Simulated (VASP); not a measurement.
A run of VASP 6.6.1:

File INCAR:

```
PREC     = Accurate       # precision mode
ENCUT    = 520            # plane-wave cutoff, eV
EDIFF    = 1E-7           # SCF threshold, eV
ISMEAR   = -1             # smearing method
SIGMA    = 0.1            # smearing width, eV
LREAL    = False          # projectors in reciprocal space
LASPH    = True           # aspherical terms in the spheres
NELM     = 80             # most SCF steps
ALGO     = Normal         # electronic algorithm
ISIF     = 2              # what is computed and relaxed
LWAVE    = False          # write WAVECAR
LCHARG   = False          # write CHGCAR
GGA      = RE             # functional
NBANDS   = 12             # bands
```

File KPOINTS:

```
Automatic mesh
0
Gamma
  14 14 14
```

Contents of POSCAR:

```
V
1.0
    2.3959024363      0.0000000000      0.0000000000
    0.0000000000      2.3959024363      0.0000000000
    0.0000000000      0.0000000000      2.3959024363
V
1
Direct
    0.0000000000      0.0000000000      0.0000000000
```

Potentials or basis: VASP PAW PBE potentials, release 64 (V_sv).

The run is started by

```console
$ cat potpaw_PBE.64/V_sv/POTCAR > POTCAR
$ mpirun -np 1 vasp_std > vasp.out
```

Hardware: 1 thread of AMD EPYC 7R13, on a shared host.

**Question.** How long does it take, and how much memory?

**Answer.** Run time: 23 s on 1 thread of AMD EPYC 7R13, on a shared host, peak memory 0.1 GiB. Counts: scf iterations 12, k points 120.
